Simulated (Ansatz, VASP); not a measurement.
Two plane-wave programs on Re

```
Re
1.0
     0.00000    2.33239    1.46754
     2.33239    0.00000    1.46754
     2.33239    2.33239    0.00000
Re
1
Direct
  0.00000 0.00000 0.00000
```

Alike in both runs: task single point; functional PBE; k mesh 10 × 10 × 10; occupations gaussian, width 0.15 eV; no spin polarisation.

|  | VASP | Ansatz |
| --- | --- | --- |
| version | VASP 6.6.1 | Ansatz 0.2.0 |
| potentials or method | VASP PAW PBE potentials, release 64 (Re_sv_GW), cutoff 560 eV | scalar-relativistic, plane waves, PAW |
| valence electrons in the cell | 15 | 15 |

|  | VASP | Ansatz | Ansatz less VASP |
| --- | --- | --- | --- |
| gap on the k mesh at the Fermi level (eV) | none | none | - |
| pressure (GPa) | -18.1 | -16.7 | +1.40 |
| traceless stress, the component that is largest in VASP (GPa) | 2.27 | 2.28 | +0.013 |

A gap of «none» marks a metal or a gap that the smearing closes.

Neither program's run includes spin-orbit coupling.
